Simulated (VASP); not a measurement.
# C: single point with LDA

Crystal: C.

```
CELL_PARAMETERS angstrom
0.00000 1.77756 1.77756
1.77756 0.00000 1.77756
1.77756 1.77756 0.00000
ATOMIC_POSITIONS crystal
C 0.50000 0.50000 0.50000
C 0.75000 0.75000 0.75000
```

```yaml
Program: VASP 6.6.1
Task: single point
Functional: LDA
Potentials_or_basis: VASP PAW LDA potentials, release 64 (C)
Cutoff: 520 eV
k_mesh: 12 × 12 × 12
Occupations: gaussian, width 0.01 eV
Spin: no spin polarisation
Dipole_correction: no
Further_INCAR_settings: ALGO = Normal; EDIFF = 1e-06; NBANDS = 11
```

```
Pressure               : -7.4 GPa
Band gap on the k mesh : 4.15 eV (least direct gap 5.57 eV)
```

Levels at points of the mesh, in eV from the valence-band top:
```csv
k point,band 1,band 2,band 3,band 4,band 5,band 6,band 7,band 8,band 9
"(0.00, 0.00, 0.00)",-21.45,0.00,0.00,0.00,5.57,5.57,5.57,13.78,19.13
"(0.50, 0.00, 0.00)",-15.55,-13.47,-2.81,-2.81,8.42,8.42,9.15,15.50,21.67
"(0.50, 0.50, 0.00)",-12.68,-12.68,-6.35,-6.35,4.73,4.73,16.78,16.78,23.11
```

Wall time 6.1 s on 1 thread of Intel Xeon 8259CL (shared host), peak memory 0.11 GiB.

Caveat: the cell stands under tension. A k mesh can miss the band edges.
